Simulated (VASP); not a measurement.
# HgTe (Cmcm) in VASP: further runs, part 2 of 2

VASP 6.6.1. Earlier steps stand in the parts before.

### Step 3. Single point, PBE

This run uses another cell than the first one, of 29.48 Å³/atom, 1.021 times its volume.

Input file INCAR:

```
  ALGO = Normal
  EDIFF = 1E-6
  ENCUT = 520
  GGA = PE
  ISIF = 2
  ISMEAR = -1
  LASPH = True
  LCHARG = False
  LREAL = False
  LWAVE = False
  NBANDS = 26
  NELM = 60
  PREC = Accurate
  SIGMA = 0.05
```

Input file KPOINTS:

```
k-points
0
Gamma
  6 6 5
```

Input file POSCAR:

```
HgTe
1.0
    2.9724333814     -3.4436603190      0.0000000000
    2.9724333814      3.4436603190      0.0000000000
    0.0000000000      0.0000000000      5.7592420221
Hg Te
2 2
Direct
    0.6569500000      0.3430500000      0.2500000000
    0.3430500000      0.6569500000      0.7500000000
    0.2151910000      0.7848090000      0.2500000000
    0.7848090000      0.2151910000      0.7500000000
```

Potentials or basis: VASP PAW PBE potentials, release 64 (Hg, Te).

Launch:

```sh
cat potpaw_PBE.64/Hg/POTCAR potpaw_PBE.64/Te/POTCAR > POTCAR
mpirun -np 1 vasp_std > vasp.out
```

It took 77 s on 1 thread of Intel Xeon Platinum 8259CL at 2.50GHz (Skylake/Cascade Lake), shared host; peak memory 0.3 GiB.

The run converged. Its results:

```yaml
Free_energy: -6.6290 eV
Pressure: 0.7 GPa
Largest_force: 0.043 eV/Å
Band_gap_on_the_k_mesh: zero (band 18 reaches 4.44 eV, above the bottom of band 19 at 2.32 eV)
```

Forces in eV/Å, atoms in the order of the input:
```
Hg   0.000 -0.043  0.000
Hg   0.000  0.043  0.000
Te   0.000 -0.031  0.000
Te   0.000  0.031  0.000
```

Stress tensor (GPa, compression positive):
```
0.81 0.00 0.00
0.00 0.64 0.00
0.00 0.00 0.73
```

Levels at points of the mesh, in eV from the Fermi level:
```
           k point  band 16  band 17  band 18  band 19  band 20  band 21
(0.00, 0.00, 0.00)    -2.51    -0.97    -0.34    -0.34    -0.05     4.18
(0.50, 0.00, 0.00)    -1.89    -0.79    -0.48     1.52     2.57     3.02
(0.50, 0.50, 0.00)    -1.87    -1.75    -1.74    -1.71    -1.37     3.32
```

Caveat: spin-orbit coupling is left out, which moves the levels of the heavy elements.

### Step 4. Single point, PBE

This run uses another cell than the first one, of 30.08 Å³/atom, 1.042 times its volume.

Input file INCAR:

```
SYSTEM = HgTe
ALGO     = Normal         ! electronic algorithm
EDIFF    = 1E-6           ! SCF threshold, eV
ENCUT    = 520            ! plane-wave cutoff, eV
GGA      = PE             ! functional
ISIF     = 2              ! what is computed and relaxed
ISMEAR   = -1             ! smearing method
LASPH    = .True.         ! aspherical terms in the spheres
LCHARG   = .False.        ! write CHGCAR
LREAL    = .False.        ! projectors in reciprocal space
LWAVE    = .False.        ! write WAVECAR
NBANDS   = 26             ! bands
NELM     = 80             ! most SCF steps
PREC     = Accurate       ! precision mode
SIGMA    = 0.05           ! smearing width, eV
```

Input file KPOINTS:

```
k-points
0
Gamma
  6 6 5
  0 0 0
```

Input file POSCAR:

```
HgTe
1.0
    2.9925180000     -3.4669290000      0.0000000000
    2.9925180000      3.4669290000      0.0000000000
    0.0000000000      0.0000000000      5.7981570000
Hg Te
2 2
Direct
    0.6569500000      0.3430500000      0.2500000000
    0.3430500000      0.6569500000      0.7500000000
    0.2151910000      0.7848090000      0.2500000000
    0.7848090000      0.2151910000      0.7500000000
```

Potentials or basis: VASP PAW PBE potentials, release 64 (Hg, Te).

Launch:

```sh
cat potpaw_PBE.64/Hg/POTCAR potpaw_PBE.64/Te/POTCAR > POTCAR
mpirun -np 1 vasp_std > vasp.out
```

OUTCAR:

```text
SYSTEM = HgTe
   EDIFF = 1E-6
   ENCUT = 520
   GGA = PE
   ISIF = 2
   ISMEAR = -1
   LASPH = .True.
   LREAL = .False.
   NELM = 80
   PREC = Accurate

 ion  position               nearest neighbor table
   1  0.657  0.343  0.250-   3 3.02   3 3.02   4 3.03   4 3.03   3 3.06   2 3.63   2 3.63
   2  0.343  0.657  0.750-   4 3.02   4 3.02   3 3.03   3 3.03   4 3.06   1 3.63   1 3.63
   3  0.215  0.785  0.250-   1 3.02   1 3.02   2 3.03   2 3.03   1 3.06
   4  0.785  0.215  0.750-   2 3.02   2 3.02   1 3.03   1 3.03   2 3.06

  LATTYP: Found a base centered orthorhombic cell.
 ALAT       =     5.9850360000
 B/A-ratio  =     1.1585323798
[... 898 lines left out ...]
  -------------------------------------------------------------------------------------
  Total       -0.1512454     -0.0721001     -0.2173278      0.0000000      0.0000000      0.0000000
  in kB       -2.0141464     -0.9601622     -2.8941715      0.0000000      0.0000000      0.0000000
  external PRESSURE =      -1.9561600 kB  Pullay stress =       0.0000000 kB

 VOLUME and BASIS-vectors are now :
 -----------------------------------------------------------------------------
  energy-cutoff  :      520.00
  volume of cell :      120.31
      direct lattice vectors                 reciprocal lattice vectors
     2.992518000 -3.466929000  0.000000000     0.167083373 -0.144219856  0.000000000
     2.992518000  3.466929000  0.000000000     0.167083373  0.144219856  0.000000000
     0.000000000  0.000000000  5.798157000     0.000000000  0.000000000  0.172468596

 POSITION                                       TOTAL-FORCE (eV/Angst)
 -----------------------------------------------------------------------------------
      2.99252     -1.08827      1.44954         0.000000     -0.029025     -0.000000
      2.99252      1.08827      4.34862         0.000000      0.029025      0.000000
      2.99252      1.97483      1.44954         0.000000     -0.085903     -0.000000
      2.99252     -1.97483      4.34862         0.000000      0.085903      0.000000
 -----------------------------------------------------------------------------------
    total drift:                               -0.000000      0.000000     -0.000000

  FREE ENERGIE OF THE ION-ELECTRON SYSTEM (eV)
  ---------------------------------------------------
  free  energy   TOTEN  =        -6.6336743180 eV

  energy  without entropy=       -6.6203573681  energy(sigma->0) =       -6.62701584
```

Run time: 76 s. Hardware: 1 thread of Intel Xeon Platinum 8259CL at 2.50GHz (Skylake/Cascade Lake), shared host; peak memory 0.3 GiB.

What came out:

- Free energy: -6.6337 eV
- Pressure: -0.2 GPa
- Largest force: 0.086 eV/Å
- Band gap on the k mesh: zero (band 18 reaches 4.20 eV, above the bottom of band 19 at 2.17 eV)

Forces on the atoms (eV/Å):
```
Hg   0.000 -0.029  0.000
Hg   0.000  0.029  0.000
Te   0.000 -0.086  0.000
Te   0.000  0.086  0.000
```

Caveat: spin-orbit coupling is left out, which moves the levels of the heavy elements.

### Step 5. Summary

| cell | gap on the mesh (eV) | pressure (GPa) | largest force (eV/Å) |
| --- | --- | --- | --- |
| a = 4.518, b = 4.518, c = 5.720 Å, angles 90.0, 90.0, 98.4°, 4 atoms | none | 1.8 | 0.06 |
| a = 4.549, b = 4.549, c = 5.759 Å, angles 90.0, 90.0, 98.4°, 4 atoms | none | 0.7 | 0.04 |
| a = 4.580, b = 4.580, c = 5.798 Å, angles 90.0, 90.0, 98.4°, 4 atoms | none | -0.2 | 0.09 |

Alike in all rows: task single point; level PBE; potentials or basis VASP PAW PBE potentials, release 64 (Hg, Te); no spin polarisation; k mesh 6 × 6 × 5; cutoff (eV) 520; smearing fermi-dirac 0.05 eV.

Caveats: spin-orbit coupling is left out, which moves the levels of the heavy elements.

Absolute energies hang on the potentials; compare differences alone.
